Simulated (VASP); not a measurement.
A run of VASP 6.6.1 is set up as follows.

The input INCAR:

```
ALGO = Normal
EDIFF = 1E-6
ENCUT = 520
GGA = PS
ISIF = 2
ISMEAR = 0
LASPH = True
LCHARG = True
LELF = True
LREAL = Auto
LVHAR = True
LWAVE = False
NBANDS = 48
NELM = 60
PREC = Accurate
SIGMA = 0.02
```

KPOINTS

```
k-points
0
Gamma
  2 2 2
```

Contents of POSCAR:

```
Si
1.0
    0.0000000000      5.4300000000      5.4300000000
    5.4300000000      0.0000000000      5.4300000000
    5.4300000000      5.4300000000      0.0000000000
Si
17
Direct
   -0.0111042357     -0.0110276243      0.0332893186
    0.1210930939      0.1212989871      0.1395457643
    0.0002992634      0.0004134438      0.5120583794
    0.1130723757      0.1132075506      0.6606812155
    0.0166946593      0.4925513812     -0.0016570902
    0.1211598527      0.6181854512      0.1395110497
    0.0002995396      0.4874063536      0.5120347145
    0.1638279926      0.6061788214      0.6238655617
    0.4923604052      0.0169235727     -0.0015948435
    0.6181168508      0.1212706262      0.1395639963
    0.4872616943      0.0004095764      0.5120734807
    0.6060569061      0.1640421731      0.6239268877
    0.4924318600      0.4925228361     -0.0016335175
    0.6499664825      0.6501850829      0.0498996317
    0.5227364641      0.5229219153      0.4316346225
    0.6061665746      0.6061350829      0.6238894107
    0.7883305709      0.7886570902      0.6346705341
```

Potentials or basis: VASP PAW PBE potentials, release 64 (Si).

Command:

```bash
$ cat potpaw_PBE.64/Si/POTCAR > POTCAR
$ mpirun -np 1 vasp_std > vasp.out
```

Question: What does it give for the largest force?

Answer: 0.054 eV/Å.

Question: What does it give for the pressure?

Answer: 2.4 GPa.

Question: What does it give for the band gap on the k mesh?

Answer: Zero (bands 34 and 35 overlap by 0.07 eV).

Forces in eV/Å, atoms in the order of the input:
```
Si  -0.006 -0.006  0.006
Si   0.009  0.010  0.009
Si  -0.004 -0.004 -0.019
Si  -0.014 -0.014  0.015
Si   0.000 -0.005  0.000
Si  -0.008  0.010 -0.009
Si   0.019 -0.004  0.004
Si  -0.004  0.004  0.006
Si  -0.005  0.000  0.000
Si   0.010 -0.009 -0.010
Si  -0.004  0.018  0.004
Si   0.004 -0.005  0.005
Si   0.000  0.000  0.005
Si  -0.011 -0.011  0.010
Si  -0.011 -0.012  0.011
Si  -0.004 -0.006 -0.004
Si   0.029  0.033 -0.032
```

Caveat: the k points lie up to 0.50 Å⁻¹ apart; the PAW data sets were made with another functional, which shifts forces and pressure a little.
